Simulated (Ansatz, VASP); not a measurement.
**One calculation of GaSb, two programs**

File INCAR:

```
PREC     = Accurate       # precision mode
ENCUT    = 520            # plane-wave cutoff, eV
EDIFF    = 1E-7           # SCF threshold, eV
ISMEAR   = 0              # smearing method
SIGMA    = 0.15           # smearing width, eV
LREAL    = F              # projectors in reciprocal space
LASPH    = T              # aspherical terms in the spheres
NELM     = 80             # most SCF steps
ALGO     = Normal         # electronic algorithm
ISIF     = 2              # what is computed and relaxed
LWAVE    = F              # write WAVECAR
LCHARG   = F              # write CHGCAR
NBANDS   = 16             # bands
```

Contents of KPOINTS:

```
Automatic mesh
0
Gamma
  18 18 18
```

POSCAR

```
GaSb
1.0
   -1.6012414262      2.6148363131      2.9264500019
    1.6012414262     -2.6148363131      2.9264500019
    1.6012414262      2.6148363131     -2.9264500019
Ga Sb
1 1
Direct
    0.0000000000      0.0000000000      0.0000000000
    0.5000000000      0.5000000000      0.0000000000
```

Input for Ansatz:

```yaml
crystal:
  lattice:
    - [-1.6012414262, 2.6148363131, 2.9264500019]
    - [1.6012414262, -2.6148363131, 2.9264500019]
    - [1.6012414262, 2.6148363131, -2.9264500019]
  atoms:
    - { symbol: Ga, position: [0.0, 0.0, 0.0] }
    - { symbol: Sb, position: [0.5, 0.5, 0.0] }
basis:
  ecutwfc: 420
kpoints:
  mp_grid: { grid: [18, 18, 18] }
hamiltonian:
  xc: lda
  pseudopotentials: { kind: paw, azcp: { folder: soft_1 } }
scf:
  occupations: { method: gaussian, width: 0.15 }
output:
  forces: true
  stress: true
  eigenvalues: true
```

Change from the starting cell: volume 24.506 Å^3 an atom, stretch along a over the lengths across it, relative to the relaxed cell 0.9736.

Alike in both runs: task single point; functional LDA; k mesh 18 × 18 × 18; occupations gaussian, width 0.15 eV; no spin polarisation.

|  | VASP | Ansatz |
| --- | --- | --- |
| version | VASP 6.6.1 | Ansatz 0.2.0 |
| potentials or method | VASP PAW LDA potentials, release 64 (Ga_d, Sb), cutoff 520 eV | scalar-relativistic, plane waves, PAW |
| valence electrons in the cell | 18 | 28 |

```csv
,VASP,Ansatz,Ansatz less VASP
gap on the k mesh at the Fermi level (eV),none,none,-
pressure (GPa),-5.1,-5.2,-0.09
"traceless stress, the component that is largest in VASP (GPa)",-1.03,-1.02,+0.008
```

Ansatz warns that its potentials were made for another functional, while VASP's fit it. LDA's correlation is that of Perdew and Zunger in VASP and of Perdew and Wang (1992) in Ansatz. A gap of «none» marks a metal or a gap that the smearing closes. VASP's potentials hold 18 valence electrons a cell and Ansatz's 28, so a difference there can come from the potentials and not from the codes.

Spin-orbit coupling is off throughout.
